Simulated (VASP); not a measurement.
Set up this calculation in VASP 6.6.1, as the native input.

```
Task                   : single point
Functional             : PBE
Potentials or basis    : VASP PAW PBE potentials, release 64 (Al)
Cutoff                 : 520 eV
k mesh                 : 12 × 12 × 12
Occupations            : fermi-dirac, width 0.05 eV
Spin                   : no spin polarisation
Dipole correction      : no
Further INCAR settings : ALGO = Normal; EDIFF = 1e-07; NBANDS = 8
```

The structure of Al lies in POSCAR:

```
Al
1.0
   -1.6121581793      1.6121581793      1.6121581793
    1.6121581793     -1.6121581793      1.6121581793
    1.6121581793      1.6121581793     -1.6121581793
Al
1
Direct
    0.0000000000      0.0000000000      0.0000000000
```

This cell differs from its parent crystal: volume scaled by 1.04.

These files were run (other wordings do the same):

INCAR

```
SYSTEM = Al
  PREC = Accurate
  ENCUT = 520
  EDIFF = 1E-7
  ISMEAR = -1
  SIGMA = 0.05
  LREAL = .False.
  LASPH = .True.
  NELM = 60
  ALGO = Normal
  ISIF = 2
  LWAVE = .False.
  LCHARG = .True.
  GGA = PE
  LELF = .True.
  LVHAR = .True.
  NBANDS = 8
```

KPOINTS

```
Automatic mesh
0
Gamma
  12 12 12
  0 0 0
```

Potentials or basis: VASP PAW PBE potentials, release 64 (Al).

Command:

```console
$ cat potpaw_PBE.64/Al/POTCAR > POTCAR
$ mpirun -np 1 vasp_std > vasp.out
```

Results of the run:

```json
{"Pressure": "0.7 GPa"}
```

It took 3.2 s on 1 thread of Intel(R) Xeon(R) 6975P-C (Granite Rapids), on a shared host, peak memory 0.13 GiB.
